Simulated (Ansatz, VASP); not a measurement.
**Cu2O in VASP and in Ansatz**

```xyz
6
Lattice="4.2547 0.0000 0.0000 0.0000 4.2547 0.0000 0.0000 0.0000 4.2547" Properties=species:S:1:pos:R:3 pbc="T T T"
Cu    1.0637    1.0637    1.0637
Cu    1.0637    3.1910    3.1910
Cu    3.1910    3.1910    1.0637
Cu    3.1910    1.0637    3.1910
O     0.0000    0.0000    0.0000
O     2.1273    2.1273    2.1273
```

Alike in both runs: functional PBE; dispersion D4; k mesh 4 × 4 × 4; occupations gaussian, width 0.02 eV; no spin polarisation.

Ansatz relaxed the structure, and its values are those at the end. VASP's run is a single point on that final structure, the one shown.

|  | VASP | Ansatz |
| --- | --- | --- |
| version | VASP 6.6.1 | Ansatz 0.2.0 |
| potentials or method | VASP PAW PBE potentials, release 64 (Cu, O) | plane waves, PAW |
| plane-wave cutoff (eV) | 600 | 420 |
| valence electrons in the cell | 56 | 88 |

Ansatz gave:

```
pressure (GPa) : 0.0
```

Task: What did VASP give for the same quantities?

Result: Pressure (GPa): 0.8.

VASP's potentials hold 56 valence electrons a cell and Ansatz's 88, so a difference there can come from the potentials and not from the codes.
